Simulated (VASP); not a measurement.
# Br (Fd-3m) in VASP: notebook

Runs on Br. Level: PBE. Tasks: single point.

Program: VASP 6.6.1. These are calculated values, not measurements. Logs are shortened: lines on timing, memory, paths and dates and some standing lists are left out, and cuts for length are marked.

## 1. The cell of the first run

It takes space group Fd-3m (No. 227, cubic). Conventional cell: a = 6.950 Å, b = 6.950 Å, c = 6.950 Å, α = 90.00°, β = 90.00°, γ = 90.00°. Within 4.0 Å of Br (site symmetry -43m) lie 4 Br at 3.01 Å.

## 2. Single point, PBE

The input, INCAR:

```
SYSTEM = Br
  PREC = Accurate
  ENCUT = 520
  EDIFF = 1E-6
  ISMEAR = -1
  SIGMA = 0.02
  LREAL = .False.
  LASPH = .True.
  NELM = 100
  ALGO = Normal
  ISIF = 2
  LWAVE = .False.
  LCHARG = .True.
  GGA = PE
  LELF = .True.
  LVHAR = .True.
  NBANDS = 14
```

The input, KPOINTS:

```
regular mesh
0
Gamma
  6 6 6
  0 0 0
```

The input, POSCAR:

```
Br
1.0
    0.0000000000      3.4751385293      3.4751385293
    3.4751385293      0.0000000000      3.4751385293
    3.4751385293      3.4751385293      0.0000000000
Br
2
Direct
    0.0000000000      0.0000000000      0.0000000000
    0.2500000000      0.2500000000      0.2500000000
```

Potentials or basis: VASP PAW PBE potentials, release 64 (Br).

On the command line:

```
$ cat potpaw_PBE.64/Br/POTCAR > POTCAR
$ mpirun -np 1 vasp_std > vasp.out
```

OUTCAR:

```text
SYSTEM = Br
   PREC = Accurate
   ENCUT = 520
   EDIFF = 1E-6
   ISMEAR = -1
   LREAL = .False.
   LASPH = .True.
   NELM = 100
   ISIF = 2
   GGA = PE

 ion  position               nearest neighbor table
   1  0.000  0.000  0.000-
   2  0.250  0.250  0.250-

  LATTYP: Found a face centered cubic cell.
 ALAT       =     6.9502770586

  Lattice vectors:

 A1 = (   0.0000000000,   3.4751385293,   3.4751385293)
 A2 = (   3.4751385293,   0.0000000000,   3.4751385293)
 A3 = (   3.4751385293,   3.4751385293,   0.0000000000)

Analysis of symmetry for initial positions (statically):
=====================================================================
 Subroutine PRICEL returns:
 Original cell was already a primitive cell.

 Routine SETGRP: Setting up the symmetry group for a
 face centered cubic supercell.

 Subroutine GETGRP returns: Found 48 space group operations
 (whereof 24 operations were pure point group operations)
 out of a pool of 48 trial point group operations.

The static configuration has the point symmetry T_d .
 The point group associated with its full space group is O_h .

Analysis of symmetry for dynamics (positions and initial velocities):
=====================================================================
 Subroutine PRICEL returns:
 Original cell was already a primitive cell.

 Routine SETGRP: Setting up the symmetry group for a
 face centered cubic supercell.

 Subroutine GETGRP returns: Found 48 space group operations
 (whereof 24 operations were pure point group operations)
 out of a pool of 48 trial point group operations.

The dynamic configuration has the point symmetry T_d .
 The point group associated with its full space group is O_h .

 Subroutine INISYM returns: Found 48 space group operations
 (whereof 24 operations are pure point group operations),
 and found     1 'primitive' translations

----------------------------------------------------------------------------------------

                                     Primitive cell

  volume of cell :      83.9356

  direct lattice vectors                    reciprocal lattice vectors
     0.000000000  3.475138529  3.475138529    -0.143879156  0.143879156  0.143879156
     3.475138529  0.000000000  3.475138529     0.143879156 -0.143879156  0.143879156
     3.475138529  3.475138529  0.000000000     0.143879156  0.143879156 -0.143879156

  length of vectors
     4.914588039  4.914588039  4.914588039     0.249206009  0.249206009  0.249206009

  position of ions in fractional coordinates (direct lattice)
     0.000000000  0.000000000  0.000000000
     0.250000000  0.250000000  0.250000000

[... 78 lines left out ...]
   NELECT =      14.0000    total number of electrons
   NUPDOWN=      -1.0000    fix difference up-down
   EMIN   =  10.00;   EMAX   =-10.00  energy-range for DOS
   EFERMI =   0.00;   METHOD = LEGACY
   ISMEAR =    -1;   SIGMA  =   0.02  broadening in eV -4-tet -1-fermi 0-gaus
   EFERMI_NEDOS =   21; number of points for ismear=-14 and -15
   IALGO  =     38    algorithm
   IMIX   =      4    mixing-type and parameters
     AMIX     =   0.40;   BMIX     =  1.00
     AMIX_MAG =   1.60;   BMIX_MAG =  1.00
  volume/ion in A,a.u.               =      41.97       283.21
  Fermi-wavevector in a.u.,A,eV,Ry     =   0.901160  1.702946 11.049154  0.812090
  Thomas-Fermi vector in A             =   2.024207
   LORBIT       =      0    0 simple, 1 ext, 2 COOP (PROOUT), +10 PAW based schemes
   GGA     = PE    functional components
   LHFCALC =     F    Hartree Fock is set to
   AEXX    =    0.0000 exact exchange contribution
   IVDW    =     0    specifies the selected vdW correction
   LEPSILON=     F    determine dielectric tensor
   LRPA    =     F    only Hartree local field effects (RPA)
 non-spin polarized calculation
  energy-cutoff  :      520.00
  volume of cell :       83.94
 maximum number of plane-waves:      2285
 NGX is ok and might be reduce to    40
   NGX = 19   NGY = 19   NGZ = 19

 number of electron      13.9999997 magnetization

 Free energy of the ion-electron system (eV)
  ---------------------------------------------------
  ext. energy  EPLUGINS =         0.00000000
  ---------------------------------------------------
  free energy    TOTEN  =        -2.00557633 eV

  energy without entropy =       -1.99762994  energy(sigma->0) =       -2.00160313

 E-fermi :  -1.1152     XC(G=0):  -6.8666

 val. band max:       -1.1271447220   @ k =  -0.3333   0.3333   0.0000
 cond. band min:      -1.0914107724   @ k =  -0.3333   0.1667   0.0000
 fundamental gap:      0.0357339496
 Fermi energy:        -1.1152304268

 k-point     1 :       0.0000    0.0000    0.0000
  band No.  band energies     occupation
      1     -16.2737      2.00000
      2     -14.2036      2.00000
      3      -3.9019      2.00000
      4      -3.9019      2.00000
      5      -3.9019      2.00000
      6      -2.0365      2.00000
      7      -2.0365      2.00000
      8      -2.0365      2.00000
      9       4.0636      0.00000
     10       7.9316      0.00000
     11       7.9316      0.00000
     12       9.3598      0.00000
     13       9.3598      0.00000
     14       9.3598      0.00000
[... 241 lines left out ...]
      1     -15.3314      2.00000
      2     -15.3314      2.00000
      3      -4.7748      2.00000
      4      -4.7748      2.00000
      5      -2.8649      2.00000
      6      -2.8649      2.00000
      7      -0.8683      0.00001
      8      -0.8683      0.00001
      9       5.9386      0.00000
     10       5.9386      0.00000
     11       9.1405      0.00000
     12       9.1405      0.00000
     13      10.5185      0.00000
     14      10.5185      0.00000

------------------------ aborting loop because EDIFF is reached ----------------------------------------

  FORCE on cell =-STRESS in cart. coord.  units (eV):
  Direction    XX          YY          ZZ          XY          YZ          ZX
  --------------------------------------------------------------------------------------
  -------------------------------------------------------------------------------------
  Total        0.1777228      0.1777228      0.1777228      0.0000000      0.0000000      0.0000000
  in kB        3.3924019      3.3924019      3.3924019      0.0000000      0.0000000      0.0000000
  external PRESSURE =       3.3924019 kB  Pullay stress =       0.0000000 kB

 VOLUME and BASIS-vectors are now :
 -----------------------------------------------------------------------------
  energy-cutoff  :      520.00
  volume of cell :       83.94
      direct lattice vectors                 reciprocal lattice vectors
     0.000000000  3.475138529  3.475138529    -0.143879156  0.143879156  0.143879156
     3.475138529  0.000000000  3.475138529     0.143879156 -0.143879156  0.143879156
     3.475138529  3.475138529  0.000000000     0.143879156  0.143879156 -0.143879156

 POSITION                                       TOTAL-FORCE (eV/Angst)
 -----------------------------------------------------------------------------------
      0.00000      0.00000      0.00000        -0.000000     -0.000000     -0.000000
      1.73757      1.73757      1.73757         0.000000      0.000000      0.000000
 -----------------------------------------------------------------------------------
    total drift:                               -0.000000      0.000000      0.000000

  FREE ENERGIE OF THE ION-ELECTRON SYSTEM (eV)
  ---------------------------------------------------
  free  energy   TOTEN  =        -2.0055763283 eV

  energy  without entropy=       -1.9976299350  energy(sigma->0) =       -2.00160313
```

Run time: 15 s. Hardware: 1 thread of Intel Xeon Platinum 8375C at 2.90GHz (Ice Lake), shared host; peak memory 0.23 GiB.

Results:

```
Free energy            : -2.0056 eV
Pressure               : 0.3 GPa
Band gap on the k mesh : zero (bands 7 and 8 overlap by 1.26 eV)
```

## 3. Single point, PBE

This run uses another cell than the first one, of 43.68 Å³/atom.

The input, INCAR:

```
PREC     = Accurate       # precision mode
ENCUT    = 520            # plane-wave cutoff, eV
EDIFF    = 1E-6           # SCF threshold, eV
ISMEAR   = -1             # smearing method
SIGMA    = 0.02           # smearing width, eV
LREAL    = F              # projectors in reciprocal space
LASPH    = T              # aspherical terms in the spheres
NELM     = 80             # most SCF steps
ALGO     = Normal         # electronic algorithm
ISIF     = 2              # what is computed and relaxed
LWAVE    = F              # write WAVECAR
LCHARG   = F              # write CHGCAR
GGA      = PE             # functional
NBANDS   = 14             # bands
```

The input, KPOINTS:

```
regular mesh
0
Gamma
  6 6 6
```

The input, POSCAR:

```
Br
1.0
    0.0000000000      3.5217902508      3.5217902508
    3.5217902508      0.0000000000      3.5217902508
    3.5217902508      3.5217902508      0.0000000000
Br
2
Direct
    0.0000000000      0.0000000000      0.0000000000
    0.2500000000      0.2500000000      0.2500000000
```

Potentials or basis: VASP PAW PBE potentials, release 64 (Br).

On the command line:

```
$ cat potpaw_PBE.64/Br/POTCAR > POTCAR
$ mpirun -np 1 vasp_std > vasp.out
```

Run time: 14 s. Hardware: 1 thread of Intel Xeon Platinum 8375C at 2.90GHz (Ice Lake), shared host; peak memory 0.22 GiB.

The run converged. Its results:

- Free energy: -2.0058 eV
- Pressure: -0.3 GPa
- Band gap on the k mesh: zero (bands 7 and 8 overlap by 1.16 eV)

Levels at points of the mesh, in eV from the Fermi level:
```csv
k point,band 3,band 4,band 5,band 6,band 7,band 8,band 9,band 10,band 11,band 12
"(0.00, 0.00, 0.00)",-2.63,-2.63,-2.63,-0.85,-0.85,-0.85,5.23,9.13,9.13,10.49
"(0.50, 0.00, 0.00)",-3.07,-3.00,-3.00,-0.33,-0.33,-0.21,7.62,7.81,8.90,8.90
"(0.50, 0.50, 0.00)",-3.39,-3.39,-1.80,-1.80,0.31,0.31,7.16,7.16,10.62,10.62
```
